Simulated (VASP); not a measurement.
# HgTe (Coloradoite) (F-43m) in VASP: notebook

The runs below take HgTe (Coloradoite) through single point, with PBE, PBE+D3(BJ), BLYP.

Everything below comes from runs of VASP 6.6.1. Logs are shortened: lines on timing, memory, paths and dates and some standing lists are left out, and cuts for length are marked.

## Step 1: The cell of the first run

Symmetry: F-43m, No. 216, cubic system. The conventional cell has a = 6.429 Å, b = 6.429 Å, c = 6.429 Å, α = 90.00°, β = 90.00°, γ = 90.00°. Hg (site symmetry -43m) has 4 Te at 2.78 Å within 3.7 Å. Te (site symmetry -43m) has 4 Hg at 2.78 Å within 3.7 Å.

## Step 2: Single point, PBE

INCAR reads:

```
SYSTEM = HgTe
PREC = Accurate
ENCUT = 520
EDIFF = 1E-6
ISMEAR = -1
SIGMA = 0.04
LREAL = .FALSE.
LASPH = .TRUE.
NELM = 60
ALGO = Normal
ISIF = 2
LWAVE = .FALSE.
LCHARG = .TRUE.
GGA = PE
LELF = .TRUE.
LVHAR = .TRUE.
NBANDS = 16
```

KPOINTS reads:

```
regular mesh
0
G
  4 4 4
  0 0 0
```

POSCAR reads:

```
HgTe
1.0
    0.0000000000      3.2145000000      3.2145000000
    3.2145000000      0.0000000000      3.2145000000
    3.2145000000      3.2145000000      0.0000000000
Hg Te
1 1
Direct
    0.0000000000      0.0000000000      0.0000000000
    0.7500000000      0.7500000000      0.7500000000
```

Potentials or basis: VASP PAW PBE potentials, release 64 (Hg, Te).

On the command line:

```bash
cat potpaw_PBE.64/Hg/POTCAR potpaw_PBE.64/Te/POTCAR > POTCAR
mpirun -np 1 vasp_std > vasp.out
```

OUTCAR:

```text
SYSTEM = HgTe
   PREC = Accurate
   ENCUT = 520
   EDIFF = 1E-6
   ISMEAR = -1
   LREAL = .FALSE.
   LASPH = .TRUE.
   NELM = 60
   ISIF = 2
   GGA = PE

 ion  position               nearest neighbor table
   1  0.000  0.000  0.000-   2 2.78   2 2.78   2 2.78   2 2.78
   2  0.750  0.750  0.750-   1 2.78   1 2.78   1 2.78   1 2.78

  LATTYP: Found a face centered cubic cell.
 ALAT       =     6.4290000000

  Lattice vectors:

 A1 = (   0.0000000000,   3.2145000000,   3.2145000000)
 A2 = (   3.2145000000,   0.0000000000,   3.2145000000)
 A3 = (   3.2145000000,   3.2145000000,   0.0000000000)

Analysis of symmetry for initial positions (statically):
=====================================================================
 Subroutine PRICEL returns:
 Original cell was already a primitive cell.

 Routine SETGRP: Setting up the symmetry group for a
 face centered cubic supercell.

 Subroutine GETGRP returns: Found 24 space group operations
 (whereof 24 operations were pure point group operations)
 out of a pool of 48 trial point group operations.

The static configuration has the point symmetry T_d .

Analysis of symmetry for dynamics (positions and initial velocities):
=====================================================================
 Subroutine PRICEL returns:
 Original cell was already a primitive cell.

 Routine SETGRP: Setting up the symmetry group for a
 face centered cubic supercell.

 Subroutine GETGRP returns: Found 24 space group operations
 (whereof 24 operations were pure point group operations)
 out of a pool of 48 trial point group operations.

The dynamic configuration has the point symmetry T_d .

 Subroutine INISYM returns: Found 24 space group operations
 (whereof 24 operations are pure point group operations),
 and found     1 'primitive' translations

----------------------------------------------------------------------------------------

                                     Primitive cell

  volume of cell :      66.4309

  direct lattice vectors                    reciprocal lattice vectors
     0.000000000  3.214500000  3.214500000    -0.155545186  0.155545186  0.155545186
     3.214500000  0.000000000  3.214500000     0.155545186 -0.155545186  0.155545186
     3.214500000  3.214500000  0.000000000     0.155545186  0.155545186 -0.155545186

  length of vectors
     4.545989496  4.545989496  4.545989496     0.269412165  0.269412165  0.269412165

  position of ions in fractional coordinates (direct lattice)
     0.000000000  0.000000000  0.000000000
     0.750000000  0.750000000  0.750000000

  ion indices of the primitive-cell ions
   primitive index   ion index
                 1           1
                 2           2

----------------------------------------------------------------------------------------

 KPOINTS: regular mesh

Automatic generation of k-mesh.
 Grid dimensions read from file:
 generate k-points for:    4    4    4

 Generating k-lattice:

  Cartesian coordinates                     Fractional coordinates (reciprocal lattice)
    -0.038886296  0.038886296  0.038886296     0.250000000  0.000000000  0.000000000
     0.038886296 -0.038886296  0.038886296     0.000000000  0.250000000  0.000000000
     0.038886296  0.038886296 -0.038886296     0.000000000  0.000000000  0.250000000

  Length of vectors
     0.067353041  0.067353041  0.067353041

  Shift w.r.t. Gamma in fractional coordinates (k-lattice)
     0.000000000  0.000000000  0.000000000

 Subroutine IBZKPT returns following result:
 ===========================================

 Found      8 irreducible k-points:

 Following reciprocal coordinates:
            Coordinates               Weight
  0.000000  0.000000  0.000000      1.000000
  0.250000  0.000000  0.000000      8.000000
  0.500000  0.000000  0.000000      4.000000
  0.250000  0.250000  0.000000      6.000000
  0.500000  0.250000  0.000000     24.000000
 -0.250000  0.250000  0.000000     12.000000
  0.500000  0.500000  0.000000      3.000000
 -0.250000  0.500000  0.250000      6.000000
   k-points           NKPTS =      8   k-points in BZ     NKDIM =      8   number of bands    NBANDS=     16
   number of dos      NEDOS =    301   number of ions     NIONS =      2
   total plane-waves  NPLWV =  46656
   dimension x,y,z NGX =    36 NGY =   36 NGZ =   36
   dimension x,y,z NGXF=    72 NGYF=   72 NGZF=   72
   ions per type =               1   1
   NGX,Y,Z   is equivalent  to a cutoff of  13.17, 13.17, 13.17 a.u.
   NGXF,Y,Z  is equivalent  to a cutoff of  26.33, 26.33, 26.33 a.u.
 SYSTEM =  HgTe
   PREC   = accura    normal or accurate (medium, high low for compatibility)
   ISTART =      0    job   : 0-new  1-cont  2-samecut
   ICHARG =      2    charge: 1-file 2-atom 10-const
   ISPIN  =      1    spin polarized calculation?
   LNONCOLLINEAR =      F non collinear calculations
   LSORBIT =      F    spin-orbit coupling
   LASPH  =      T    aspherical Exc in radial PAW
   ENCUT  =  520.0 eV  38.22 Ry    6.18 a.u.   8.45  8.45  8.45*2*pi/ulx,y,z
   NELM   =     60;   NELMIN=  2; NELMDL= -5     # of ELM steps
   EDIFF  = 0.1E-05   stopping-criterion for ELM
   LREAL  =      F    real-space projection
   EDIFFG = 0.1E-04   stopping-criterion for IOM
   NSW    =      0    number of steps for IOM
   IBRION =     -1    ionic relax: 0-MD 1-quasi-New 2-CG
   NFREE  =      0    steps in history (QN), initial steepest desc. (CG)
   ISIF   =      2    stress and relaxation
   ISYM   =      2    0-nonsym 1-usesym 2-fastsym
   POTIM  = 0.5000    time-step for ionic-motion
   TEBEG  =    0.0;   TEEND  =   0.0 temperature during run
   PSTRESS=    0.0 pullay stress
   NELECT =      18.0000    total number of electrons
   NUPDOWN=      -1.0000    fix difference up-down
   EMIN   =  10.00;   EMAX   =-10.00  energy-range for DOS
   EFERMI =   0.00;   METHOD = LEGACY
   ISMEAR =    -1;   SIGMA  =   0.04  broadening in eV -4-tet -1-fermi 0-gaus
   EFERMI_NEDOS =   21; number of points for ismear=-14 and -15
   IALGO  =     38    algorithm
   IMIX   =      4    mixing-type and parameters
     AMIX     =   0.40;   BMIX     =  1.00
     AMIX_MAG =   1.60;   BMIX_MAG =  1.00
  volume/ion in A,a.u.               =      33.22       224.15
  Fermi-wavevector in a.u.,A,eV,Ry     =   1.059357  2.001894 15.268958  1.122237
  Thomas-Fermi vector in A             =   2.194699
   LORBIT       =      0    0 simple, 1 ext, 2 COOP (PROOUT), +10 PAW based schemes
   GGA     = PE    functional components
   LHFCALC =     F    Hartree Fock is set to
   AEXX    =    0.0000 exact exchange contribution
   IVDW    =     0    specifies the selected vdW correction
   LEPSILON=     F    determine dielectric tensor
   LRPA    =     F    only Hartree local field effects (RPA)
 non-spin polarized calculation
  energy-cutoff  :      520.00
  volume of cell :       66.43
 maximum number of plane-waves:      1812
 NGX is ok and might be reduce to    36
   NGX = 17   NGY = 17   NGZ = 17

 number of electron      18.0000000 magnetization

 Free energy of the ion-electron system (eV)
  ---------------------------------------------------
  ext. energy  EPLUGINS =         0.00000000
  ---------------------------------------------------
  free energy    TOTEN  =        -3.46127291 eV

  energy without entropy =       -3.45888587  energy(sigma->0) =       -3.46007939

 E-fermi :   3.3284     XC(G=0):  -8.8020

 val. band max:        3.3006546992   @ k =   0.0000   0.0000   0.0000
 cond. band min:       3.9964012879   @ k =   0.5000   0.0000   0.0000
 fundamental gap:      0.6957465887
 Fermi energy:         3.3283809026

 k-point     1 :       0.0000    0.0000    0.0000
  band No.  band energies     occupation
      1      -8.8006      2.00000
      2      -4.1750      2.00000
      3      -4.1750      2.00000
      4      -4.1750      2.00000
      5      -3.6296      2.00000
      6      -3.6296      2.00000
[... 8 lines left out ...]
     15      12.8632      0.00000
     16      12.8632      0.00000

 k-point     2 :       0.2500    0.0000    0.0000
  band No.  band energies     occupation
      1      -8.5179      2.00000
      2      -4.1033      2.00000
      3      -4.1033      2.00000
      4      -4.0161      2.00000
      5      -3.6309      2.00000
      6      -3.6309      2.00000
[... 8 lines left out ...]
     15      11.7964      0.00000
     16      11.7964      0.00000

 k-point     3 :       0.5000    0.0000    0.0000
  band No.  band energies     occupation
      1      -8.2064      2.00000
      2      -4.0482      2.00000
      3      -4.0482      2.00000
      4      -3.6076      2.00000
      5      -3.6076      2.00000
      6      -3.3097      2.00000
[... 8 lines left out ...]
     15      13.3568      0.00000
     16      13.3568      0.00000

 k-point     4 :       0.2500    0.2500    0.0000
  band No.  band energies     occupation
      1      -8.4211      2.00000
      2      -4.1071      2.00000
      3      -4.0165      2.00000
      4      -4.0165      2.00000
      5      -3.6574      2.00000
      6      -3.5974      2.00000
[... 8 lines left out ...]
     15      13.1516      0.00000
     16      13.3969      0.00000

 k-point     5 :       0.5000    0.2500    0.0000
  band No.  band energies     occupation
      1      -8.1061      2.00000
      2      -4.0100      2.00000
      3      -3.9347      2.00000
      4      -3.7607      2.00000
      5      -3.5950      2.00000
      6      -3.3313      2.00000
[... 8 lines left out ...]
     15      13.6057      0.00000
     16      13.9619      0.00000

 k-point     6 :      -0.2500    0.2500    0.0000
  band No.  band energies     occupation
      1      -8.2126      2.00000
      2      -4.0172      2.00000
      3      -4.0119      2.00000
      4      -3.7245      2.00000
      5      -3.6486      2.00000
      6      -3.5344      2.00000
[... 8 lines left out ...]
     15      12.6895      0.00000
     16      13.8800      0.00000

 k-point     7 :       0.5000    0.5000    0.0000
  band No.  band energies     occupation
      1      -7.9975      2.00000
      2      -4.0007      2.00000
      3      -3.8213      2.00000
      4      -3.8213      2.00000
      5      -3.5649      2.00000
      6      -3.1520      2.00000
[... 8 lines left out ...]
     15      13.5792      0.00000
     16      14.7889      0.00000

 k-point     8 :      -0.2500    0.5000    0.2500
  band No.  band energies     occupation
      1      -7.9991      2.00000
      2      -3.9476      2.00000
      3      -3.8961      2.00000
      4      -3.6825      2.00000
      5      -3.6723      2.00000
      6      -2.9768      2.00000
[... 8 lines left out ...]
     15      14.3902      0.00000
     16      14.4532      0.00000

------------------------ aborting loop because EDIFF is reached ----------------------------------------

  FORCE on cell =-STRESS in cart. coord.  units (eV):
  Direction    XX          YY          ZZ          XY          YZ          ZX
  --------------------------------------------------------------------------------------
  -------------------------------------------------------------------------------------
  Total        2.1086178      2.1086178      2.1086178     -0.0000000      0.0000000     -0.0000000
  in kB       50.8555287     50.8555287     50.8555287     -0.0000000      0.0000000     -0.0000000
  external PRESSURE =      50.8555287 kB  Pullay stress =       0.0000000 kB

 VOLUME and BASIS-vectors are now :
 -----------------------------------------------------------------------------
  energy-cutoff  :      520.00
  volume of cell :       66.43
      direct lattice vectors                 reciprocal lattice vectors
     0.000000000  3.214500000  3.214500000    -0.155545186  0.155545186  0.155545186
     3.214500000  0.000000000  3.214500000     0.155545186 -0.155545186  0.155545186
     3.214500000  3.214500000  0.000000000     0.155545186  0.155545186 -0.155545186

 POSITION                                       TOTAL-FORCE (eV/Angst)
 -----------------------------------------------------------------------------------
      0.00000      0.00000      0.00000         0.000000     -0.000000     -0.000000
      4.82175      4.82175      4.82175        -0.000000      0.000000      0.000000
 -----------------------------------------------------------------------------------
    total drift:                                0.000000      0.000000      0.000000

  FREE ENERGIE OF THE ION-ELECTRON SYSTEM (eV)
  ---------------------------------------------------
  free  energy   TOTEN  =        -3.4612729116 eV

  energy  without entropy=       -3.4588858678  energy(sigma->0) =       -3.46007939
```

Run time: 12 s. Hardware: 1 thread of Intel Xeon Platinum 8559C (Emerald Rapids), shared host; peak memory 0.2 GiB.

What came out:

* Free energy: -3.4613 eV
* Pressure: 5.1 GPa
* Band gap on the k mesh: zero (filled and empty bands touch)

Levels at points of the mesh, in eV from the Fermi level:
```csv
k point,band 6,band 7,band 8,band 9,band 10,band 11,band 12,band 13
"(0.00, 0.00, 0.00)",-6.96,-0.72,-0.03,-0.03,-0.03,4.15,4.15,4.15
"(0.50, 0.00, 0.00)",-6.64,-5.64,-1.05,-1.05,0.67,4.97,4.97,6.82
"(0.50, 0.50, 0.00)",-6.48,-5.57,-2.38,-2.38,1.85,2.40,8.26,8.89
```

Caveat: the k points lie up to 0.42 Å⁻¹ apart; spin-orbit coupling is left out, which moves the levels of the heavy elements.

## Step 3: Single point, PBE

INCAR reads:

```
PREC = Accurate
ENCUT = 520
EDIFF = 1E-7
ISMEAR = -1
SIGMA = 0.05
LREAL = False
LASPH = True
NELM = 100
ALGO = Normal
ISIF = 2
LWAVE = False
LCHARG = False
GGA = PE
NBANDS = 16
```

KPOINTS reads:

```
Automatic mesh
0
Gamma
  4 4 4
```

POSCAR is that of step 2.

Potentials or basis: VASP PAW PBE potentials, release 64 (Hg, Te).

On the command line:

```bash
cat potpaw_PBE.64/Hg/POTCAR potpaw_PBE.64/Te/POTCAR > POTCAR
mpirun -np 1 vasp_std > vasp.out
```

Run time: 9 s. Hardware: 1 thread of AMD EPYC 9R45 (Zen 5), shared host; peak memory 0.17 GiB.

It converged, with:

```
Free energy            : -3.4619 eV
Pressure               : 5.1 GPa
Band gap on the k mesh : zero (filled and empty bands touch)
```

Levels at points of the mesh, in eV from the Fermi level:
```csv
k point,band 7,band 8,band 9,band 10,band 11,band 12
"(0.00, 0.00, 0.00)",-0.73,-0.03,-0.03,-0.03,4.15,4.15
"(0.50, 0.00, 0.00)",-5.65,-1.06,-1.06,0.66,4.96,4.96
"(0.50, 0.50, 0.00)",-5.58,-2.38,-2.38,1.85,2.39,8.26
```

Caveat: the k points lie up to 0.42 Å⁻¹ apart; spin-orbit coupling is left out, which moves the levels of the heavy elements.

(Continued in part 2 of 2.)
